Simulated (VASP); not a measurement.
## TaN: single point with PBEsol

The system is TaN.

```
CELL_PARAMETERS angstrom
3.24633 0.00000 0.00000
-1.62316 2.81140 0.00000
0.00000 0.00000 6.04466
ATOMIC_POSITIONS crystal
Ta 0.33333 0.66667 0.03010
Ta 0.66667 0.33333 0.53010
N 0.33333 0.66667 0.35490
N 0.66667 0.33333 0.85490
```

```
Program             : VASP 6.6.1
Task                : single point
Functional          : PBEsol
Potentials or basis : VASP PAW PBE potentials, release 64 (Ta_sv_GW, N)
Cutoff              : 700 eV
k mesh              : 18 × 18 × 8
Occupations         : gaussian, width 0.15 eV
Spin                : no spin polarisation
```

The pressure is -15.5 GPa. The largest force is 0.607 eV/Å and the band gap on the k mesh is zero (bands 18 and 19 overlap by 0.55 eV).

Forces on the atoms (eV/Å):
```
Ta   0.000  0.000 -0.607
Ta   0.000  0.000 -0.607
N    0.000  0.000  0.607
N    0.000  0.000  0.607
```

Stress tensor (GPa, compression positive):
```
-18.38   0.00   0.00
  0.00 -18.38   0.00
  0.00   0.00  -9.80
```

Levels at points of the mesh, in eV from the Fermi level:
```csv
k point,band 16,band 17,band 18,band 19,band 20,band 21
"(0.00, 0.00, 0.00)",-4.41,-0.85,-0.74,0.00,0.00,1.96
"(0.50, 0.00, 0.00)",-3.62,-2.14,-0.47,1.26,2.01,2.39
"(0.00, 0.00, 0.50)",-4.92,0.29,0.29,0.86,0.86,0.86
"(0.50, 0.00, 0.50)",-4.71,-0.76,-0.76,1.49,1.49,2.86
```

It took 6.7 min on 1 thread of Intel(R) Xeon(R) 6975P-C (Granite Rapids), on a shared host, peak memory 0.48 GiB.

Caveat: the stress differs along the axes, from -18 to -10 GPa; the PAW data sets were made with another functional, which shifts forces and pressure a little; spin-orbit coupling is left out, which moves the levels of the heavy elements.
